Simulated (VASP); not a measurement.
# Ca (Pm-3m) in VASP: a series of runs

Ca is run at these levels: PBE; tasks: single point.

Everything below comes from runs of VASP 6.6.1. Logs are shortened: lines on timing, memory, paths and dates and some standing lists are left out, and cuts for length are marked.

**1. The cell of the first run**

It takes space group Pm-3m (No. 221, cubic). The conventional cell has a = 3.489 Å, b = 3.489 Å, c = 3.489 Å, α = 90.00°, β = 90.00°, γ = 90.00°. Ca (site symmetry m-3m) has 6 Ca at 3.49 Å within 4.6 Å.

This isn't the form of Ca at room conditions, which is fcc.

**2. Single point, PBE**

File INCAR:

```
SYSTEM = Ca
PREC = Accurate
ENCUT = 520
EDIFF = 1E-7
ISMEAR = 0
SIGMA = 0.15
LREAL = .FALSE.
LASPH = .TRUE.
NELM = 100
ALGO = Normal
ISIF = 2
LWAVE = .FALSE.
LCHARG = .FALSE.
GGA = PE
NBANDS = 11
```

File KPOINTS:

```
Automatic mesh
0
G
  14 14 14
  0 0 0
```

File POSCAR:

```
Ca
1.0
    3.4886563400      0.0000000000      0.0000000000
    0.0000000000      3.4886563400      0.0000000000
    0.0000000000      0.0000000000      3.4886563400
Ca
1
Direct
    0.0000000000      0.0000000000      0.0000000000
```

Potentials or basis: VASP PAW PBE potentials, release 64 (Ca_sv).

Started as:

```sh
> cat potpaw_PBE.64/Ca_sv/POTCAR > POTCAR
> mpirun -np 1 vasp_std > vasp.out
```

OUTCAR:

```text
SYSTEM = Ca
   PREC = Accurate
   ENCUT = 520
   EDIFF = 1E-7
   ISMEAR = 0
   LREAL = .FALSE.
   LASPH = .TRUE.
   NELM = 100
   ISIF = 2
   GGA = PE

 ion  position               nearest neighbor table
   1  0.000  0.000  0.000-

  LATTYP: Found a simple cubic cell.
 ALAT       =     3.4886563400

  Lattice vectors:

 A1 = (   3.4886563400,   0.0000000000,   0.0000000000)
 A2 = (   0.0000000000,   3.4886563400,   0.0000000000)
 A3 = (   0.0000000000,   0.0000000000,   3.4886563400)

Analysis of symmetry for initial positions (statically):
=====================================================================
 Subroutine PRICEL returns:
 Original cell was already a primitive cell.

 Routine SETGRP: Setting up the symmetry group for a
 simple cubic supercell.

 Subroutine GETGRP returns: Found 48 space group operations
 (whereof 48 operations were pure point group operations)
 out of a pool of 48 trial point group operations.

The static configuration has the point symmetry O_h .

Analysis of symmetry for dynamics (positions and initial velocities):
=====================================================================
 Subroutine PRICEL returns:
 Original cell was already a primitive cell.

 Routine SETGRP: Setting up the symmetry group for a
 simple cubic supercell.

 Subroutine GETGRP returns: Found 48 space group operations
 (whereof 48 operations were pure point group operations)
 out of a pool of 48 trial point group operations.

The dynamic configuration has the point symmetry O_h .

 Subroutine INISYM returns: Found 48 space group operations
 (whereof 48 operations are pure point group operations),
 and found     1 'primitive' translations

----------------------------------------------------------------------------------------

                                     Primitive cell

  volume of cell :      42.4595

  direct lattice vectors                    reciprocal lattice vectors
     3.488656340  0.000000000  0.000000000     0.286643310  0.000000000  0.000000000
     0.000000000  3.488656340  0.000000000     0.000000000  0.286643310  0.000000000
     0.000000000  0.000000000  3.488656340     0.000000000  0.000000000  0.286643310

  length of vectors
     3.488656340  3.488656340  3.488656340     0.286643310  0.286643310  0.286643310

  position of ions in fractional coordinates (direct lattice)
     0.000000000  0.000000000  0.000000000

  ion indices of the primitive-cell ions
   primitive index   ion index
                 1           1

----------------------------------------------------------------------------------------

 KPOINTS: Automatic mesh

Automatic generation of k-mesh.
 Grid dimensions read from file:
 generate k-points for:   14   14   14

 Generating k-lattice:

  Cartesian coordinates                     Fractional coordinates (reciprocal lattice)
     0.020474522  0.000000000  0.000000000     0.071428571  0.000000000  0.000000000
     0.000000000  0.020474522  0.000000000     0.000000000  0.071428571  0.000000000
     0.000000000  0.000000000  0.020474522     0.000000000  0.000000000  0.071428571

  Length of vectors
     0.020474522  0.020474522  0.020474522

  Shift w.r.t. Gamma in fractional coordinates (k-lattice)
     0.000000000  0.000000000  0.000000000

 Subroutine IBZKPT returns following result:
 ===========================================

 Found    120 irreducible k-points:

 Following reciprocal coordinates:
            Coordinates               Weight
  0.000000  0.000000  0.000000      1.000000
  0.071429  0.000000  0.000000      6.000000
  0.142857  0.000000  0.000000      6.000000
  0.214286  0.000000  0.000000      6.000000
  0.285714  0.000000  0.000000      6.000000
  0.357143  0.000000  0.000000      6.000000
[... 16 lines left out ...]
  0.285714  0.214286  0.000000     24.000000
  0.357143  0.214286  0.000000     24.000000
 [... further k-points ...]
   k-points           NKPTS =    120   k-points in BZ     NKDIM =    120   number of bands    NBANDS=     11
   number of dos      NEDOS =    301   number of ions     NIONS =      1
   total plane-waves  NPLWV =  21952
   dimension x,y,z NGX =    28 NGY =   28 NGZ =   28
   dimension x,y,z NGXF=    56 NGYF=   56 NGZF=   56
   ions per type =               1
   NGX,Y,Z   is equivalent  to a cutoff of  13.34, 13.34, 13.34 a.u.
   NGXF,Y,Z  is equivalent  to a cutoff of  26.69, 26.69, 26.69 a.u.
 SYSTEM =  Ca
   PREC   = accura    normal or accurate (medium, high low for compatibility)
   ISTART =      0    job   : 0-new  1-cont  2-samecut
   ICHARG =      2    charge: 1-file 2-atom 10-const
   ISPIN  =      1    spin polarized calculation?
   LNONCOLLINEAR =      F non collinear calculations
   LSORBIT =      F    spin-orbit coupling
   LASPH  =      T    aspherical Exc in radial PAW
   ENCUT  =  520.0 eV  38.22 Ry    6.18 a.u.   6.49  6.49  6.49*2*pi/ulx,y,z
   NELM   =    100;   NELMIN=  2; NELMDL= -5     # of ELM steps
   EDIFF  = 0.1E-06   stopping-criterion for ELM
   LREAL  =      F    real-space projection
   EDIFFG = 0.1E-05   stopping-criterion for IOM
   NSW    =      0    number of steps for IOM
   IBRION =     -1    ionic relax: 0-MD 1-quasi-New 2-CG
   NFREE  =      0    steps in history (QN), initial steepest desc. (CG)
   ISIF   =      2    stress and relaxation
   ISYM   =      2    0-nonsym 1-usesym 2-fastsym
   POTIM  = 0.5000    time-step for ionic-motion
   TEBEG  =    0.0;   TEEND  =   0.0 temperature during run
   PSTRESS=    0.0 pullay stress
   NELECT =      10.0000    total number of electrons
   NUPDOWN=      -1.0000    fix difference up-down
   EMIN   =  10.00;   EMAX   =-10.00  energy-range for DOS
   EFERMI =   0.00;   METHOD = LEGACY
   ISMEAR =     0;   SIGMA  =   0.15  broadening in eV -4-tet -1-fermi 0-gaus
   EFERMI_NEDOS =   21; number of points for ismear=-14 and -15
   IALGO  =     38    algorithm
   IMIX   =      4    mixing-type and parameters
     AMIX     =   0.40;   BMIX     =  1.00
     AMIX_MAG =   1.60;   BMIX_MAG =  1.00
  volume/ion in A,a.u.               =      42.46       286.53
  Fermi-wavevector in a.u.,A,eV,Ry     =   1.010997  1.910508 13.906725  1.022115
  Thomas-Fermi vector in A             =   2.144020
   LORBIT       =      0    0 simple, 1 ext, 2 COOP (PROOUT), +10 PAW based schemes
   GGA     = PE    functional components
   LHFCALC =     F    Hartree Fock is set to
   AEXX    =    0.0000 exact exchange contribution
   IVDW    =     0    specifies the selected vdW correction
   LEPSILON=     F    determine dielectric tensor
   LRPA    =     F    only Hartree local field effects (RPA)
 non-spin polarized calculation
 Gauss-broadening in eV      SIGMA  =   0.15
  energy-cutoff  :      520.00
  volume of cell :       42.46
 maximum number of plane-waves:      1189
 NGX is ok and might be reduce to    28
   NGX = 13   NGY = 13   NGZ = 13

 number of electron      10.0000000 magnetization

 number of electron       9.9999999 magnetization

 Free energy of the ion-electron system (eV)
  ---------------------------------------------------
  ext. energy  EPLUGINS =         0.00000000
  ---------------------------------------------------
  free energy    TOTEN  =        -1.54005682 eV

  energy without entropy =       -1.52839010  energy(sigma->0) =       -1.53422346

 E-fermi :   1.8500     XC(G=0):  -7.6928

 val. band max:        1.8171167833   @ k =   0.4286   0.3571   0.2857
 cond. band min:       1.8550462438   @ k =   0.4286   0.1429   0.0000
 fundamental gap:      0.0379294605
 Fermi energy:         1.8500189660

 k-point     1 :       0.0000    0.0000    0.0000
  band No.  band energies     occupation
      1     -40.3342      2.00000
      2     -21.2196      2.00000
      3     -21.2196      2.00000
      4     -21.2196      2.00000
      5      -2.0226      2.00000
      6       2.6743      0.00000
      7       2.6743      0.00000
      8       5.9853      0.00000
      9       5.9853      0.00000
     10       5.9853      0.00000
     11      10.5520      0.00000

 k-point     2 :       0.0714    0.0000    0.0000
  band No.  band energies     occupation
      1     -40.3333      2.00000
      2     -21.2309      2.00000
      3     -21.2186      2.00000
      4     -21.2186      2.00000
      5      -1.9492      2.00000
      6       2.6968      0.00000
      7       2.6985      0.00000
      8       5.9011      0.00000
      9       5.9011      0.00000
     10       5.9908      0.00000
     11      10.0410      0.00000

 k-point     3 :       0.1429    0.0000    0.0000
  band No.  band energies     occupation
      1     -40.3305      2.00000
      2     -21.2624      2.00000
      3     -21.2159      2.00000
      4     -21.2159      2.00000
      5      -1.7328      2.00000
      6       2.7502      0.00000
      7       2.7612      0.00000
      8       5.6846      0.00000
      9       5.6846      0.00000
     10       6.0063      0.00000
     11       9.0795      0.00000

 k-point     4 :       0.2143    0.0000    0.0000
  band No.  band energies     occupation
      1     -40.3266      2.00000
      2     -21.3077      2.00000
      3     -21.2121      2.00000
      4     -21.2121      2.00000
      5      -1.3839      2.00000
      6       2.7630      0.00000
      7       2.8578      0.00000
      8       5.4098      0.00000
      9       5.4098      0.00000
     10       6.0288      0.00000
     11       8.1816      0.00000

 k-point     5 :       0.2857    0.0000    0.0000
  band No.  band energies     occupation
      1     -40.3222      2.00000
      2     -21.3575      2.00000
      3     -21.2078      2.00000
      4     -21.2078      2.00000
      5      -0.9191      2.00000
      6       2.6330      0.00000
      7       2.9703      0.00000
      8       5.1422      0.00000
      9       5.1422      0.00000
     10       6.0540      0.00000
     11       7.5470      0.00000
[... 211 lines left out ...]
 k-point    21 :       0.5000    0.1429    0.0000
  band No.  band energies     occupation
      1     -40.3109      2.00000
      2     -21.4378      2.00000
      3     -21.2413      2.00000
      4     -21.1968      2.00000
      5       0.9869      2.00000
      6       1.3808      1.99999
      7       3.3388      0.00000
      8       4.6025      0.00000
      9       4.7924      0.00000
     10       5.8630      0.00000
     11       7.1557      0.00000

 k-point    22 :       0.2143    0.2143    0.0000
  band No.  band energies     occupation
      1     -40.3190      2.00000
      2     -21.3015      2.00000
      3     -21.2959      2.00000
      4     -21.2047      2.00000
      5      -0.7744      2.00000
      6       2.9075      0.00000
      7       3.1164      0.00000
      8       4.6845      0.00000
      9       5.4024      0.00000
     10       5.5948      0.00000
     11       8.7213      0.00000

 k-point    23 :       0.2857    0.2143    0.0000
  band No.  band energies     occupation
      1     -40.3147      2.00000
      2     -21.3478      2.00000
      3     -21.2934      2.00000
      4     -21.2005      2.00000
      5      -0.3356      2.00000
      6       2.8175      0.00000
      7       3.2527      0.00000
      8       4.4786      0.00000
      9       5.2187      0.00000
     10       5.5726      0.00000
     11       8.0651      0.00000

 k-point    24 :       0.3571    0.2143    0.0000
  band No.  band energies     occupation
      1     -40.3108      2.00000
      2     -21.3914      2.00000
      3     -21.2889      2.00000
      4     -21.1967      2.00000
      5       0.1881      2.00000
      6       2.4876      0.00000
      7       3.3783      0.00000
      8       4.4432      0.00000
      9       5.0253      0.00000
     10       5.6009      0.00000
     11       7.5179      0.00000

 [... further k-points ...]
[... 5 lines left out ...]
  --------------------------------------------------------------------------------------
  -------------------------------------------------------------------------------------
  Total        0.0768597      0.0768597      0.0768597     -0.0000000     -0.0000000     -0.0000000
  in kB        2.9002465      2.9002465      2.9002465     -0.0000000     -0.0000000     -0.0000000
  external PRESSURE =       2.9002465 kB  Pullay stress =       0.0000000 kB

 VOLUME and BASIS-vectors are now :
 -----------------------------------------------------------------------------
  energy-cutoff  :      520.00
  volume of cell :       42.46
      direct lattice vectors                 reciprocal lattice vectors
     3.488656340  0.000000000  0.000000000     0.286643310  0.000000000  0.000000000
     0.000000000  3.488656340  0.000000000     0.000000000  0.286643310  0.000000000
     0.000000000  0.000000000  3.488656340     0.000000000  0.000000000  0.286643310

 POSITION                                       TOTAL-FORCE (eV/Angst)
 -----------------------------------------------------------------------------------
      0.00000      0.00000      0.00000         0.000000      0.000000      0.000000
 -----------------------------------------------------------------------------------
    total drift:                               -0.000000      0.000000     -0.000000

  FREE ENERGIE OF THE ION-ELECTRON SYSTEM (eV)
  ---------------------------------------------------
  free  energy   TOTEN  =        -1.5400568195 eV

  energy  without entropy=       -1.5283901024  energy(sigma->0) =       -1.53422346
```

Run time: 59 s. Hardware: 1 thread of Intel Xeon 8259CL, shared host; peak memory 0.19 GiB.

Results:

* Free energy: -1.5401 eV
* Pressure: 0.3 GPa
* Band gap on the k mesh: zero (bands 5 and 6 overlap by 1.17 eV)

Levels at points of the mesh, in eV from the Fermi level:
```csv
k point,band 1,band 2,band 3,band 4,band 5,band 6,band 7,band 8,band 9,band 10
"(0.00, 0.00, 0.00)",-42.18,-23.07,-23.07,-23.07,-3.87,0.82,0.82,4.14,4.14,4.14
"(0.50, 0.00, 0.00)",-42.16,-23.29,-23.05,-23.05,-1.18,-0.50,1.33,2.89,2.89,4.25
"(0.50, 0.50, 0.00)",-42.15,-23.26,-23.26,-23.03,-0.40,0.93,2.40,2.40,3.19,3.19
"(0.50, 0.50, 0.50)",-42.13,-23.24,-23.24,-23.24,0.67,0.67,0.67,4.90,4.90,5.60
```

**3. Single point, PBE**

File INCAR:

```
ALGO     = Fast           # electronic algorithm
EDIFF    = 1E-7           # SCF threshold, eV
ENCUT    = 520            # plane-wave cutoff, eV
GGA      = PE             # functional
ISIF     = 2              # what is computed and relaxed
ISMEAR   = 0              # smearing method
LASPH    = True           # aspherical terms in the spheres
LCHARG   = False          # write CHGCAR
LREAL    = False          # projectors in reciprocal space
LWAVE    = False          # write WAVECAR
NBANDS   = 11             # bands
NELM     = 100            # most SCF steps
PREC     = Accurate       # precision mode
SIGMA    = 0.15           # smearing width, eV
```

File KPOINTS:

```
k-points
0
Gamma
  16 16 16
```

POSCAR is that of step 2.

Potentials or basis: VASP PAW PBE potentials, release 64 (Ca_sv).

Started as:

```sh
> cat potpaw_PBE.64/Ca_sv/POTCAR > POTCAR
> mpirun -np 1 vasp_std > vasp.out
```

Wall time 1.9 min (1 thread of Intel Xeon 8259CL, shared host); peak memory 0.21 GiB.

Results (log left out):

```yaml
Free_energy: -1.5404 eV
Pressure: 0.3 GPa
Band_gap_on_the_k_mesh: zero (bands 5 and 6 overlap by 1.17 eV)
```

Levels at points of the mesh, in eV from the Fermi level:
| k point | band 2 | band 3 | band 4 | band 5 | band 6 | band 7 | band 8 | band 9 |
| --- | --- | --- | --- | --- | --- | --- | --- | --- |
| (0.00, 0.00, 0.00) | -23.06 | -23.06 | -23.06 | -3.86 | 0.83 | 0.83 | 4.14 | 4.14 |
| (0.50, 0.00, 0.00) | -23.29 | -23.04 | -23.04 | -1.17 | -0.49 | 1.34 | 2.90 | 2.90 |
| (0.50, 0.50, 0.00) | -23.26 | -23.26 | -23.03 | -0.39 | 0.94 | 2.41 | 2.41 | 3.20 |
| (0.50, 0.50, 0.50) | -23.23 | -23.23 | -23.23 | 0.68 | 0.68 | 0.68 | 4.91 | 4.91 |
